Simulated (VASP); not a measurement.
# C (I4_1/amd) in VASP: a series of runs

The runs below take C through single point, with r2SCAN.

All numbers are computed with VASP 6.6.1; they aren't measurements. Logs are shortened: lines on timing, memory, paths and dates and some standing lists are left out, and cuts for length are marked.

**1. The cell of the first run**

The structure is tetragonal, space group I4_1/amd (No. 141). Conventional cell: a = 2.580 Å, b = 2.580 Å, c = 3.382 Å, α = 90.00°, β = 90.00°, γ = 90.00°. Within 2.1 Å of C (site symmetry -4m2) lie 4 C at 1.54 Å.

**2. Single point, r2SCAN (strain +0.025 along x and y, -0.050 along z)**

POSCAR reads:

```
C
1.0
    0.0000000000      1.8246452496      1.6911346216
    1.8246452496      0.0000000000      1.6911346216
    1.8246452496      1.8246452496      0.0000000000
C
2
Direct
    0.5000000000      0.5000000000      0.5000000000
    0.7500000000      0.7500000000      0.7500000000
```

INCAR.step1 reads:

```
SYSTEM = C
  ALGO = Normal
  EDIFF = 1E-4
  ENCUT = 520
  GGA = PE
  ISMEAR = 0
  LASPH = .True.
  LCHARG = .False.
  LREAL = .False.
  LWAVE = .True.
  NBANDS = 11
  NELM = 100
  PREC = Accurate
  SIGMA = 0.05
```

INCAR.step2 reads:

```
SYSTEM = C
  ALGO = Normal
  EDIFF = 1E-7
  ENCUT = 520
  ISIF = 2
  ISMEAR = 0
  ISTART = 1
  LASPH = .True.
  LCHARG = .True.
  LELF = .True.
  LMIXTAU = .True.
  LREAL = .False.
  LVHAR = .True.
  LWAVE = .False.
  METAGGA = R2SCAN
  NBANDS = 11
  NELM = 100
  PREC = Accurate
  SIGMA = 0.05
```

KPOINTS reads:

```
k-points
0
Gamma
  12 12 12
  0 0 0
```

Potentials or basis: VASP PAW PBE potentials, release 64 (C).

Command:

```
> cat potpaw_PBE.64/C/POTCAR > POTCAR
> cp INCAR.step1 INCAR
> mpirun -np 1 vasp_std > vasp.out
> cp INCAR.step2 INCAR
> mpirun -np 1 vasp_std > vasp.out
```

OUTCAR:

```text
SYSTEM = C
   EDIFF = 1E-7
   ENCUT = 520
   ISIF = 2
   ISMEAR = 0
   ISTART = 1
   LASPH = .True.
   LREAL = .False.
   METAGGA = R2SCAN
   NELM = 100
   PREC = Accurate

 ion  position               nearest neighbor table
   1  0.500  0.500  0.500-   2 1.54   2 1.54   2 1.54   2 1.54
   2  0.750  0.750  0.750-   1 1.54   1 1.54   1 1.54   1 1.54

  LATTYP: Found a body centered tetragonal cell.
 ALAT       =     2.5804380585
 C/A-ratio  =     1.3107345212

  Lattice vectors:

 A1 = (   0.0000000000,  -1.8246452496,  -1.6911346216)
 A2 = (   0.0000000000,   1.8246452496,  -1.6911346216)
 A3 = (   1.8246452496,   0.0000000000,   1.6911346216)

Analysis of symmetry for initial positions (statically):
=====================================================================
 Subroutine PRICEL returns:
 Original cell was already a primitive cell.

 Routine SETGRP: Setting up the symmetry group for a
 body centered tetragonal supercell.

 Subroutine GETGRP returns: Found 16 space group operations
 (whereof  8 operations were pure point group operations)
 out of a pool of 16 trial point group operations.

The static configuration has the point symmetry D_2d.
 The point group associated with its full space group is D_4h.

Analysis of symmetry for dynamics (positions and initial velocities):
=====================================================================
 Subroutine PRICEL returns:
 Original cell was already a primitive cell.

 Routine SETGRP: Setting up the symmetry group for a
 body centered tetragonal supercell.

 Subroutine GETGRP returns: Found 16 space group operations
 (whereof  8 operations were pure point group operations)
 out of a pool of 16 trial point group operations.

The dynamic configuration has the point symmetry D_2d.
 The point group associated with its full space group is D_4h.

 Subroutine INISYM returns: Found 16 space group operations
 (whereof  8 operations are pure point group operations),
 and found     1 'primitive' translations

----------------------------------------------------------------------------------------

                                     Primitive cell

  volume of cell :      11.2607

  direct lattice vectors                    reciprocal lattice vectors
     0.000000000  1.824645250  1.691134622    -0.274025869  0.274025869  0.295659490
     1.824645250  0.000000000  1.691134622     0.274025869 -0.274025869  0.295659490
     1.824645250  1.824645250  0.000000000     0.274025869  0.274025869 -0.295659490

  length of vectors
     2.487823666  2.487823666  2.580438059     0.487437060  0.487437060  0.487437060

  position of ions in fractional coordinates (direct lattice)
     0.500000000  0.500000000  0.500000000
     0.750000000  0.750000000  0.750000000

  ion indices of the primitive-cell ions
   primitive index   ion index
                 1           1
                 2           2

----------------------------------------------------------------------------------------

 KPOINTS: k-points

Automatic generation of k-mesh.
 Grid dimensions read from file:
 generate k-points for:   12   12   12

 Generating k-lattice:

  Cartesian coordinates                     Fractional coordinates (reciprocal lattice)
    -0.022835489  0.022835489  0.024638291     0.083333333  0.000000000  0.000000000
     0.022835489 -0.022835489  0.024638291     0.000000000  0.083333333  0.000000000
     0.022835489  0.022835489 -0.024638291    -0.000000000 -0.000000000  0.083333333

  Length of vectors
     0.040619755  0.040619755  0.040619755

  Shift w.r.t. Gamma in fractional coordinates (k-lattice)
     0.000000000  0.000000000  0.000000000

 Subroutine IBZKPT returns following result:
 ===========================================

 Found    163 irreducible k-points:

 Following reciprocal coordinates:
            Coordinates               Weight
  0.000000  0.000000  0.000000      1.000000
  0.083333 -0.000000  0.000000      8.000000
  0.166667  0.000000  0.000000      8.000000
  0.250000  0.000000  0.000000      8.000000
  0.333333 -0.000000  0.000000      8.000000
  0.416667 -0.000000  0.000000      8.000000
[... 16 lines left out ...]
  0.500000  0.166667  0.000000      8.000000
 -0.416667  0.166667  0.000000      8.000000
 [... further k-points ...]
   k-points           NKPTS =    163   k-points in BZ     NKDIM =    163   number of bands    NBANDS=     11
   number of dos      NEDOS =    301   number of ions     NIONS =      2
   total plane-waves  NPLWV =   8000
   dimension x,y,z NGX =    20 NGY =   20 NGZ =   20
   dimension x,y,z NGXF=    40 NGYF=   40 NGZF=   40
   ions per type =               2
   NGX,Y,Z   is equivalent  to a cutoff of  13.36, 13.36, 12.89 a.u.
   NGXF,Y,Z  is equivalent  to a cutoff of  26.73, 26.73, 25.77 a.u.
 SYSTEM =  C
   PREC   = accura    normal or accurate (medium, high low for compatibility)
   ISTART =      1    job   : 0-new  1-cont  2-samecut
   ICHARG =      0    charge: 1-file 2-atom 10-const
   ISPIN  =      1    spin polarized calculation?
   LNONCOLLINEAR =      F non collinear calculations
   LSORBIT =      F    spin-orbit coupling
   LASPH  =      T    aspherical Exc in radial PAW
   ENCUT  =  520.0 eV  38.22 Ry    6.18 a.u.   4.63  4.63  4.80*2*pi/ulx,y,z
   NELM   =    100;   NELMIN=  2; NELMDL=  0     # of ELM steps
   EDIFF  = 0.1E-06   stopping-criterion for ELM
   LREAL  =      F    real-space projection
   EDIFFG = 0.1E-05   stopping-criterion for IOM
   NSW    =      0    number of steps for IOM
   IBRION =     -1    ionic relax: 0-MD 1-quasi-New 2-CG
   NFREE  =      0    steps in history (QN), initial steepest desc. (CG)
   ISIF   =      2    stress and relaxation
   ISYM   =      2    0-nonsym 1-usesym 2-fastsym
   POTIM  = 0.5000    time-step for ionic-motion
   TEBEG  =    0.0;   TEEND  =   0.0 temperature during run
   PSTRESS=    0.0 pullay stress
   NELECT =       8.0000    total number of electrons
   NUPDOWN=      -1.0000    fix difference up-down
   EMIN   =  10.00;   EMAX   =-10.00  energy-range for DOS
   EFERMI =   0.00;   METHOD = LEGACY
   ISMEAR =     0;   SIGMA  =   0.05  broadening in eV -4-tet -1-fermi 0-gaus
   EFERMI_NEDOS =   21; number of points for ismear=-14 and -15
   IALGO  =     38    algorithm
   IMIX   =      4    mixing-type and parameters
     AMIX     =   0.40;   BMIX     =  1.00
     AMIX_MAG =   1.60;   BMIX_MAG =  1.00
  volume/ion in A,a.u.               =       5.63        38.00
  Fermi-wavevector in a.u.,A,eV,Ry     =   1.460774  2.760463 29.032952  2.133862
  Thomas-Fermi vector in A             =   2.577184
   LORBIT       =      0    0 simple, 1 ext, 2 COOP (PROOUT), +10 PAW based schemes
   METAGGA = R2SCAN    functional components
   LHFCALC =     F    Hartree Fock is set to
   AEXX    =    0.0000 exact exchange contribution
   IVDW    =     0    specifies the selected vdW correction
   LEPSILON=     F    determine dielectric tensor
   LRPA    =     F    only Hartree local field effects (RPA)
 non-spin polarized calculation
 Gauss-broadening in eV      SIGMA  =   0.05
  energy-cutoff  :      520.00
  volume of cell :       11.26
 maximum number of plane-waves:       315
   NGX =  9   NGY =  9   NGZ =  9

 number of electron       7.9999999 magnetization

 Free energy of the ion-electron system (eV)
  ---------------------------------------------------
  ext. energy  EPLUGINS =         0.00000000
  ---------------------------------------------------
  free energy    TOTEN  =       -19.53002205 eV

  energy without entropy =      -19.53002205  energy(sigma->0) =      -19.53002205

 E-fermi :  10.9157     XC(G=0): -14.3044

 val. band max:       10.5673513593   @ k =   0.0000   0.0000   0.0000
 cond. band min:      12.9655366871   @ k =   0.3333   0.3333   0.0000
 fundamental gap:      2.3981853278
 Fermi energy:        10.9157497734

 k-point     1 :       0.0000    0.0000    0.0000
  band No.  band energies     occupation
      1     -12.9666      2.00000
      2       9.4584      2.00000
      3       9.4584      2.00000
      4      10.5674      2.00000
      5      15.0651      0.00000
      6      16.0836      0.00000
      7      16.0836      0.00000
      8      23.7380      0.00000
      9      30.3951      0.00000
     10      35.3049      0.00000
     11      37.4337      0.00000

 k-point     2 :       0.0833   -0.0000    0.0000
  band No.  band energies     occupation
      1     -12.7640      2.00000
      2       8.3837      2.00000
      3       9.0934      2.00000
      4      10.0068      2.00000
      5      15.5217      0.00000
      6      16.5074      0.00000
      7      16.8433      0.00000
      8      23.9425      0.00000
      9      30.7388      0.00000
     10      33.7665      0.00000
     11      35.3495      0.00000

 k-point     3 :       0.1667    0.0000    0.0000
  band No.  band energies     occupation
      1     -12.1588      2.00000
      2       5.7952      2.00000
      3       8.2855      2.00000
      4       9.2152      2.00000
      5      16.3984      0.00000
      6      17.3877      0.00000
      7      18.1129      0.00000
      8      24.5364      0.00000
      9      31.3861      0.00000
     10      32.5591      0.00000
     11      33.8713      0.00000

 k-point     4 :       0.2500    0.0000    0.0000
  band No.  band energies     occupation
      1     -11.1606      2.00000
      2       2.8116      2.00000
      3       7.4349      2.00000
      4       8.4994      2.00000
      5      17.1193      0.00000
      6      18.1037      0.00000
      7      19.1717      0.00000
      8      25.3709      0.00000
      9      31.5467      0.00000
     10      32.6579      0.00000
     11      33.7975      0.00000

 k-point     5 :       0.3333   -0.0000    0.0000
  band No.  band energies     occupation
      1      -9.7940      2.00000
      2      -0.1199      2.00000
      3       6.7488      2.00000
      4       7.9535      2.00000
      5      17.4798      0.00000
      6      18.3961      0.00000
      7      19.9256      0.00000
      8      26.1356      0.00000
      9      31.7352      0.00000
     10      34.0797      0.00000
     11      34.5896      0.00000
[... 211 lines left out ...]
 k-point    21 :       0.3333    0.1667    0.0000
  band No.  band energies     occupation
      1      -9.8265      2.00000
      2       1.8838      2.00000
      3       5.1633      2.00000
      4       6.8680      2.00000
      5      15.1086      0.00000
      6      21.2645      0.00000
      7      21.2821      0.00000
      8      22.1937      0.00000
      9      33.1649      0.00000
     10      33.6160      0.00000
     11      37.5951      0.00000

 k-point    22 :       0.4167    0.1667    0.0000
  band No.  band energies     occupation
      1      -8.3254      2.00000
      2      -0.8240      2.00000
      3       4.8625      2.00000
      4       6.0734      2.00000
      5      15.8477      0.00000
      6      21.2703      0.00000
      7      21.8651      0.00000
      8      22.6669      0.00000
      9      32.9010      0.00000
     10      34.5427      0.00000
     11      38.5945      0.00000

 k-point    23 :       0.5000    0.1667    0.0000
  band No.  band energies     occupation
      1      -6.7072      2.00000
      2      -3.0901      2.00000
      3       4.8996      2.00000
      4       5.3482      2.00000
      5      16.2685      0.00000
      6      20.9499      0.00000
      7      22.2809      0.00000
      8      24.0375      0.00000
      9      31.7313      0.00000
     10      35.5852      0.00000
     11      37.9118      0.00000

 k-point    24 :      -0.4167    0.1667    0.0000
  band No.  band energies     occupation
      1      -6.6282      2.00000
      2      -3.1980      2.00000
      3       4.8040      2.00000
      4       5.2673      2.00000
      5      16.6337      0.00000
      6      20.5155      0.00000
      7      22.3546      0.00000
      8      25.7727      0.00000
      9      30.3359      0.00000
     10      35.2177      0.00000
     11      35.9203      0.00000

 [... further k-points ...]

------------------------ aborting loop because EDIFF is reached ----------------------------------------

  FORCE on cell =-STRESS in cart. coord.  units (eV):
  Direction    XX          YY          ZZ          XY          YZ          ZX
  --------------------------------------------------------------------------------------
  -------------------------------------------------------------------------------------
  Total       -1.4720459     -1.4720459      3.4001123      0.0000000      0.0000000     -0.0000000
  in kB     -209.4434941   -209.4434941    483.7698354      0.0000000      0.0000000     -0.0000000
  external PRESSURE =      21.6276157 kB  Pullay stress =       0.0000000 kB

 VOLUME and BASIS-vectors are now :
 -----------------------------------------------------------------------------
  energy-cutoff  :      520.00
  volume of cell :       11.26
      direct lattice vectors                 reciprocal lattice vectors
     0.000000000  1.824645250  1.691134622    -0.274025869  0.274025869  0.295659490
     1.824645250  0.000000000  1.691134622     0.274025869 -0.274025869  0.295659490
     1.824645250  1.824645250  0.000000000     0.274025869  0.274025869 -0.295659490

 POSITION                                       TOTAL-FORCE (eV/Angst)
 -----------------------------------------------------------------------------------
      1.82465      1.82465      1.69113        -0.000000     -0.000000      0.000000
      2.73697      2.73697      2.53670         0.000000      0.000000     -0.000000
 -----------------------------------------------------------------------------------
    total drift:                                0.000000     -0.000000      0.000000

  FREE ENERGIE OF THE ION-ELECTRON SYSTEM (eV)
  ---------------------------------------------------
  free  energy   TOTEN  =       -19.5300220516 eV

  energy  without entropy=      -19.5300220516  energy(sigma->0) =      -19.53002205
```

Run time: 34 s. Hardware: 1 thread of Intel Xeon 6975P-C (Granite Rapids), shared host; peak memory 0.12 GiB.

Results:

- Free energy: -19.5300 eV
- Pressure: 2.2 GPa
- Band gap on the k mesh: 2.40 eV, indirect (least direct gap 4.50 eV)

Caveat: the cell differs from its parent crystal (strain +0.025 along x and y, -0.050 along z); the PAW data sets were made with another functional, which shifts forces and pressure a little.

**3. Single point, r2SCAN (strain +0.025 along x and y, -0.025 along z)**

POSCAR reads:

```
C
1.0
    0.0000000000      1.8246452496      1.7356381642
    1.8246452496      0.0000000000      1.7356381642
    1.8246452496      1.8246452496      0.0000000000
C
2
Direct
    0.5000000000      0.5000000000      0.5000000000
    0.7500000000      0.7500000000      0.7500000000
```

INCAR.step1 reads:

```
ALGO = Normal ; EDIFF = 1E-4
ENCUT = 520 ; GGA = PE
ISMEAR = 0 ; LASPH = T
LCHARG = F ; LREAL = F
LWAVE = T ; NBANDS = 11
NELM = 80 ; PREC = Accurate
SIGMA = 0.05
```

INCAR.step2 reads:

```
ALGO = Normal ; EDIFF = 1E-6
ENCUT = 520 ; ISIF = 2
ISMEAR = 0 ; ISTART = 1
LASPH = T ; LCHARG = T
LELF = T ; LMIXTAU = T
LREAL = F ; LVHAR = T
LWAVE = F ; METAGGA = R2SCAN
NBANDS = 11 ; NELM = 80
PREC = Accurate ; SIGMA = 0.05
```

KPOINTS reads:

```
k-points
0
Gamma
  12 12 12
```

Potentials or basis: VASP PAW PBE potentials, release 64 (C).

Command:

```
> cat potpaw_PBE.64/C/POTCAR > POTCAR
> cp INCAR.step1 INCAR
> mpirun -np 1 vasp_std > vasp.out
> cp INCAR.step2 INCAR
> mpirun -np 1 vasp_std > vasp.out
```

It took 27 s on 1 thread of Intel Xeon 6975P-C (Granite Rapids), shared host; peak memory 0.13 GiB.

Results (log left out):

```yaml
Free_energy: -19.5946 eV
Pressure: -9.3 GPa
Band_gap_on_the_k_mesh: 3.01 eV, indirect (least direct gap 4.88 eV)
```

Stress tensor (GPa, compression positive):
```
-24.48   0.00   0.00
  0.00 -24.48   0.00
  0.00   0.00  21.18
```

Levels at points of the mesh, in eV from the valence-band top:
```tsv
k point	band 1	band 2	band 3	band 4	band 5	band 6	band 7	band 8
(0.00, 0.00, 0.00)	-22.93	-0.74	-0.74	0.00	4.88	5.54	5.54	12.84
(0.50, 0.00, 0.00)	-17.08	-14.32	-3.86	-2.97	7.50	8.09	9.37	16.05
(0.50, 0.50, 0.00)	-13.41	-13.41	-7.52	-7.52	3.67	3.67	17.25	17.25
(0.50, 0.00, 0.50)	-14.20	-14.20	-6.76	-6.76	4.89	4.89	16.86	16.86
```

Caveat: the cell differs from its parent crystal (strain +0.025 along x and y, -0.025 along z); the PAW data sets were made with another functional, which shifts forces and pressure a little. A k mesh can miss the band edges.
